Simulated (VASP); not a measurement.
# GaP (Pmmm) in VASP: single point with PBE

Aim: the single point of GaP with PBE.

Everything below comes from runs of VASP 6.6.1. Logs are shortened: lines on timing, memory, paths and dates and some standing lists are left out, and cuts for length are marked.

## 1. The cell of the first run

The structure is orthorhombic, space group Pmmm (No. 47). Conventional cell: a = 3.674 Å, b = 3.756 Å, c = 9.336 Å, α = 90.00°, β = 90.00°, γ = 90.00°. Ga (site symmetry mm2) has 4 P at 2.36 to 2.44 Å and 1 Ga at 3.21 Å within 3.3 Å. Within 3.2 Å of Ga (site symmetry mmm) lie 4 P at 2.45 Å. Within 3.1 Å of P (site symmetry mm2) lie 4 Ga at 2.36 to 2.45 Å. Within 3.2 Å of P (site symmetry mmm) lie 4 Ga at 2.44 Å.

The cell was built from a structure type or drawn by symmetry, and may not be a known phase.

## 2. Single point, PBE

File INCAR:

```
  PREC = Accurate
  ENCUT = 520
  EDIFF = 1E-6
  ISMEAR = 0
  SIGMA = 0.1
  LREAL = F
  LASPH = T
  NELM = 100
  ALGO = Normal
  ISIF = 2
  LWAVE = F
  LCHARG = F
  GGA = PE
  NBANDS = 36
```

File KPOINTS:

```
regular mesh
0
Gamma
  10 10 4
```

File POSCAR:

```
GaP
1.0
    3.6740784802      0.0000000000      0.0000000000
    0.0000000000      3.7557507822      0.0000000000
    0.0000000000      0.0000000000      9.3364192209
Ga P
3 3
Direct
    0.5000000000      0.5000000000      0.1721089562
    0.5000000000      0.5000000000      0.8278910438
    0.0000000000      0.0000000000      0.5000000000
    0.5000000000      0.0000000000      0.3259995974
    0.0000000000      0.5000000000      0.0000000000
    0.5000000000      0.0000000000      0.6740004026
```

Potentials or basis: VASP PAW PBE potentials, release 64 (Ga_d, P).

Launch:

```
cat potpaw_PBE.64/Ga_d/POTCAR potpaw_PBE.64/P/POTCAR > POTCAR
mpirun -np 1 vasp_std > vasp.out
```

OUTCAR:

```text
PREC = Accurate
   ENCUT = 520
   EDIFF = 1E-6
   ISMEAR = 0
   LREAL = F
   LASPH = T
   NELM = 100
   ISIF = 2
   GGA = PE

 ion  position               nearest neighbor table
   1  0.500  0.500  0.172-   4 2.36   4 2.36   5 2.44   5 2.44
   2  0.500  0.500  0.828-   6 2.36   6 2.36   5 2.44   5 2.44
   3  0.000  0.000  0.500-   4 2.45   6 2.45   4 2.45   6 2.45
   4  0.500  0.000  0.326-   1 2.36   1 2.36   3 2.45   3 2.45
   5  0.000  0.500  0.000-   1 2.44   2 2.44   1 2.44   2 2.44
   6  0.500  0.000  0.674-   2 2.36   2 2.36   3 2.45   3 2.45

  LATTYP: Found a simple orthorhombic cell.
 ALAT       =     3.6740784802
 B/A-ratio  =     1.0222293297
 C/A-ratio  =     2.5411594421

  Lattice vectors:

 A1 = (   3.6740784802,   0.0000000000,   0.0000000000)
 A2 = (   0.0000000000,   3.7557507822,   0.0000000000)
 A3 = (   0.0000000000,   0.0000000000,   9.3364192209)

Analysis of symmetry for initial positions (statically):
=====================================================================
 Subroutine PRICEL returns:
 Original cell was already a primitive cell.

 Routine SETGRP: Setting up the symmetry group for a
 simple orthorhombic supercell.

 Subroutine GETGRP returns: Found  8 space group operations
 (whereof  8 operations were pure point group operations)
 out of a pool of  8 trial point group operations.

The static configuration has the point symmetry D_2h.

Analysis of symmetry for dynamics (positions and initial velocities):
=====================================================================
 Subroutine PRICEL returns:
 Original cell was already a primitive cell.

 Routine SETGRP: Setting up the symmetry group for a
 simple orthorhombic supercell.

 Subroutine GETGRP returns: Found  8 space group operations
 (whereof  8 operations were pure point group operations)
 out of a pool of  8 trial point group operations.

The dynamic configuration has the point symmetry D_2h.

 Subroutine INISYM returns: Found  8 space group operations
 (whereof  8 operations are pure point group operations),
 and found     1 'primitive' translations

----------------------------------------------------------------------------------------

                                     Primitive cell

  volume of cell :     128.8325

  direct lattice vectors                    reciprocal lattice vectors
     3.674078480  0.000000000  0.000000000     0.272177093  0.000000000  0.000000000
[... 97 lines left out ...]
   NSW    =      0    number of steps for IOM
   IBRION =     -1    ionic relax: 0-MD 1-quasi-New 2-CG
   NFREE  =      0    steps in history (QN), initial steepest desc. (CG)
   ISIF   =      2    stress and relaxation
   ISYM   =      2    0-nonsym 1-usesym 2-fastsym
   POTIM  = 0.5000    time-step for ionic-motion
   TEBEG  =    0.0;   TEEND  =   0.0 temperature during run
   PSTRESS=    0.0 pullay stress
   NELECT =      54.0000    total number of electrons
   NUPDOWN=      -1.0000    fix difference up-down
   EMIN   =  10.00;   EMAX   =-10.00  energy-range for DOS
   EFERMI =   0.00;   METHOD = LEGACY
   ISMEAR =     0;   SIGMA  =   0.10  broadening in eV -4-tet -1-fermi 0-gaus
   EFERMI_NEDOS =   21; number of points for ismear=-14 and -15
   IALGO  =     38    algorithm
   IMIX   =      4    mixing-type and parameters
     AMIX     =   0.40;   BMIX     =  1.00
     AMIX_MAG =   1.60;   BMIX_MAG =  1.00
  volume/ion in A,a.u.               =      21.47       144.90
  Fermi-wavevector in a.u.,A,eV,Ry     =   1.225173  2.315242 20.423024  1.501050
  Thomas-Fermi vector in A             =   2.360221
   LORBIT       =      0    0 simple, 1 ext, 2 COOP (PROOUT), +10 PAW based schemes
   GGA     = PE    functional components
   LHFCALC =     F    Hartree Fock is set to
   AEXX    =    0.0000 exact exchange contribution
   IVDW    =     0    specifies the selected vdW correction
   LEPSILON=     F    determine dielectric tensor
   LRPA    =     F    only Hartree local field effects (RPA)
 non-spin polarized calculation
 Gauss-broadening in eV      SIGMA  =   0.10
  energy-cutoff  :      520.00
  volume of cell :      128.83
 maximum number of plane-waves:      3506
 NGX is ok and might be reduce to    28
   NGX = 13   NGY = 13   NGZ = 35

 number of electron      53.9999990 magnetization

 Free energy of the ion-electron system (eV)
  ---------------------------------------------------
  ext. energy  EPLUGINS =         0.00000000
  ---------------------------------------------------
  free energy    TOTEN  =       -24.61519948 eV

  energy without entropy =      -24.60472187  energy(sigma->0) =      -24.60996068

 E-fermi :   4.4332     XC(G=0):  -9.6482

 val. band max:        4.4312080072   @ k =   0.1000   0.4000   0.5000
 cond. band min:       4.4371766559   @ k =   0.5000   0.4000   0.2500
 fundamental gap:      0.0059686487
 Fermi energy:         4.4332053465

 k-point     1 :       0.0000    0.0000    0.0000
  band No.  band energies     occupation
      1     -10.7763      2.00000
      2     -10.6104      2.00000
      3     -10.6072      2.00000
      4     -10.5922      2.00000
      5     -10.5772      2.00000
      6     -10.5570      2.00000
[... 925 lines left out ...]
     35       9.3763      0.00000
     36      11.0946      0.00000

 [... further k-points ...]

------------------------ aborting loop because EDIFF is reached ----------------------------------------

  FORCE on cell =-STRESS in cart. coord.  units (eV):
  Direction    XX          YY          ZZ          XY          YZ          ZX
  --------------------------------------------------------------------------------------
  -------------------------------------------------------------------------------------
  Total        0.0156102      0.0077336      0.0015824      0.0000000      0.0000000      0.0000000
  in kB        0.1941306      0.0961766      0.0196792      0.0000000      0.0000000      0.0000000
  external PRESSURE =       0.1033288 kB  Pullay stress =       0.0000000 kB

 VOLUME and BASIS-vectors are now :
 -----------------------------------------------------------------------------
  energy-cutoff  :      520.00
  volume of cell :      128.83
      direct lattice vectors                 reciprocal lattice vectors
     3.674078480  0.000000000  0.000000000     0.272177093  0.000000000  0.000000000
     0.000000000  3.755750782  0.000000000     0.000000000  0.266258348  0.000000000
     0.000000000  0.000000000  9.336419221     0.000000000  0.000000000  0.107107444

 POSITION                                       TOTAL-FORCE (eV/Angst)
 -----------------------------------------------------------------------------------
      1.83704      1.87788      1.60688         0.000000     -0.000000      0.007438
      1.83704      1.87788      7.72954         0.000000     -0.000000     -0.007438
      0.00000      0.00000      4.66821         0.000000     -0.000000      0.000000
      1.83704      0.00000      3.04367         0.000000      0.000000     -0.002869
      0.00000      1.87788      0.00000         0.000000     -0.000000      0.000000
      1.83704      0.00000      6.29275         0.000000      0.000000      0.002869
 -----------------------------------------------------------------------------------
    total drift:                                0.000000     -0.000000      0.000000

  FREE ENERGIE OF THE ION-ELECTRON SYSTEM (eV)
  ---------------------------------------------------
  free  energy   TOTEN  =       -24.6151994826 eV

  energy  without entropy=      -24.6047218696  energy(sigma->0) =      -24.60996068
```

OSZICAR:

```text
N       E                     dE             d eps       ncg     rms          rms(c)
DAV:   1     0.428963594700E+03    0.42896E+03   -0.25123E+04  8100   0.217E+03
DAV:   2     0.365324705320E+02   -0.39243E+03   -0.37804E+03  8360   0.530E+02
DAV:   3    -0.224300007168E+02   -0.58962E+02   -0.57661E+02  9236   0.153E+02
DAV:   4    -0.254559422483E+02   -0.30259E+01   -0.29928E+01  9692   0.349E+01
DAV:   5    -0.255448492220E+02   -0.88907E-01   -0.88801E-01 10468   0.561E+00    0.706E+00
DAV:   6    -0.246592579791E+02    0.88559E+00   -0.18443E+00 10844   0.161E+01    0.417E+00
DAV:   7    -0.246187377438E+02    0.40520E-01   -0.48847E-01  8892   0.371E+00    0.208E+00
DAV:   8    -0.246142045650E+02    0.45332E-02   -0.73415E-02  9548   0.312E+00    0.651E-01
DAV:   9    -0.246150248922E+02   -0.82033E-03   -0.14025E-02  9280   0.105E+00    0.157E-01
DAV:  10    -0.246149971315E+02    0.27761E-04   -0.19531E-03 10688   0.546E-01    0.761E-02
DAV:  11    -0.246151512673E+02   -0.15414E-03   -0.52952E-04  9004   0.184E-01    0.431E-02
DAV:  12    -0.246151926003E+02   -0.41333E-04   -0.10776E-04  9468   0.107E-01    0.135E-02
DAV:  13    -0.246151978401E+02   -0.52398E-05   -0.18236E-05  9244   0.581E-02    0.718E-03
DAV:  14    -0.246151997092E+02   -0.18691E-05   -0.66940E-06  9644   0.157E-02    0.274E-03
DAV:  15    -0.246151994826E+02    0.22657E-06   -0.64528E-07  5440   0.940E-03
   1 F= -.24615199E+02 E0= -.24609961E+02  d E =-.104776E-01
```

It took 3.2 min on 1 thread of Intel Xeon 6975P-C (Granite Rapids), shared host; peak memory 0.48 GiB.

Results:

| Quantity | Value |
| --- | --- |
| Free energy | -24.6152 eV |
| Pressure | 0.0 GPa |
| Largest force | 0.007 eV/Å |
| Band gap on the k mesh | zero (bands 27 and 28 overlap by 1.62 eV) |

Forces on the atoms (eV/Å):
```
Ga   0.000  0.000  0.007
Ga   0.000  0.000 -0.007
Ga   0.000  0.000  0.000
P    0.000  0.000 -0.003
P    0.000  0.000  0.000
P    0.000  0.000  0.003
```
